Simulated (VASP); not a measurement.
Wanted: the native input for a VASP 6.6.1 run.

```yaml
Task: density of states
Functional: PBE
Potentials_or_basis: VASP PAW PBE potentials, release 64 (In_d)
Cutoff: 520 eV
k_mesh: 16 × 16 × 16
Occupations: fermi-dirac, width 0.1 eV
Spin: no spin polarisation
Dipole_correction: no
k_mesh_for_the_DOS: 24 × 24 × 24
Occupations_for_the_DOS: tetrahedron
Further_INCAR_settings: ALGO = Normal; EDIFF = 1e-06
```

The system is In.

```
In
1.0
    -1.90938    1.90938    1.90938
     1.90938   -1.90938    1.90938
     1.90938    1.90938   -1.90938
In
1
Direct
  0.00000 0.00000 0.00000
```

The input as run:

POSCAR

```
In
1.0
   -1.9093806283      1.9093806283      1.9093806283
    1.9093806283     -1.9093806283      1.9093806283
    1.9093806283      1.9093806283     -1.9093806283
In
1
Direct
    0.0000000000      0.0000000000      0.0000000000
```

INCAR.step1

```
ALGO     = Normal         # electronic algorithm
EDIFF    = 1E-6           # SCF threshold, eV
ENCUT    = 520            # plane-wave cutoff, eV
GGA      = PE             # functional
ISIF     = 2              # what is computed and relaxed
ISMEAR   = -1             # smearing method
LASPH    = T              # aspherical terms in the spheres
LCHARG   = T              # write CHGCAR
LREAL    = F              # projectors in reciprocal space
LWAVE    = F              # write WAVECAR
NBANDS   = 12             # bands
NELM     = 100            # most SCF steps
PREC     = Accurate       # precision mode
SIGMA    = 0.1            # smearing width, eV
```

KPOINTS.step1

```
k-points
0
Gamma
  16 16 16
```

INCAR.step2

```
ALGO     = Normal         # electronic algorithm
EDIFF    = 1E-6           # SCF threshold, eV
ENCUT    = 520            # plane-wave cutoff, eV
GGA      = PE             # functional
ICHARG   = 11             # starting density
ISIF     = 2              # what is computed and relaxed
ISMEAR   = -5             # smearing method
LASPH    = T              # aspherical terms in the spheres
LCHARG   = F              # write CHGCAR
LORBIT   = 11             # projections on sites
LREAL    = F              # projectors in reciprocal space
LWAVE    = F              # write WAVECAR
NEDOS    = 1001           # points of the DOS
NELM     = 100            # most SCF steps
PREC     = Accurate       # precision mode
SIGMA    = 0.1            # smearing width, eV
```

KPOINTS.step2

```
k-points
0
Gamma
  24 24 24
```

Potentials or basis: VASP PAW PBE potentials, release 64 (In_d).

The run is started by

```sh
$ cat potpaw_PBE.64/In_d/POTCAR > POTCAR
$ cp INCAR.step1 INCAR
$ cp KPOINTS.step1 KPOINTS
$ mpirun -np 1 vasp_std > vasp.out
$ cp INCAR.step2 INCAR
$ cp KPOINTS.step2 KPOINTS
$ mpirun -np 1 vasp_std > vasp.out
```

Results of the run:

The valence electrons inside the program's atomic spheres are In 11.31.

Caveat: spin-orbit coupling is left out, which moves the levels of the heavy elements.

It took 72 s on 1 thread of AMD EPYC 9R45 96-Core Processor (Zen 5) (shared host), peak memory 0.22 GiB.
